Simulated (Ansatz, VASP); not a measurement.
## TaAs: VASP beside Ansatz

```xyz
4
Lattice="-1.6955 1.6955 5.7534 1.6955 -1.6955 5.7534 1.6955 1.6955 -5.7534" Properties=species:S:1:pos:R:3 pbc="T T T"
Ta    1.6955    0.0000    5.7553
Ta    0.0000    0.0000    8.6320
As    1.6955    0.0000    0.9486
As    0.0000    0.0000    3.8252
```

Alike in both runs: task single point; functional PBE; k mesh 8 × 8 × 8; occupations fermi-dirac, width 0.02 eV; no spin polarisation.

```csv
,VASP,Ansatz
version,VASP 6.6.1,Ansatz 0.2.0
potentials or method,"VASP PAW PBE potentials, release 64 (Ta_pv, As)","plane waves, PAW"
plane-wave cutoff (eV),520,420
valence electrons in the cell,32,56
```

Ansatz gave:

* pressure (GPa): 12.6
* traceless stress, the component that is largest in VASP (GPa): -1.10
* rms of the force components (eV/Å): 0.019

What did VASP give for the same quantities?

Pressure (GPa): 13.2; traceless stress, the component that is largest in VASP (GPa): -1.19; rms of the force components (eV/Å): 0.020.

Atom by atom the forces differ by 0.002 eV/Å (rms over components). VASP's potentials hold 32 valence electrons a cell and Ansatz's 56, so a difference there can come from the potentials and not from the codes.

Neither program's run includes spin-orbit coupling.
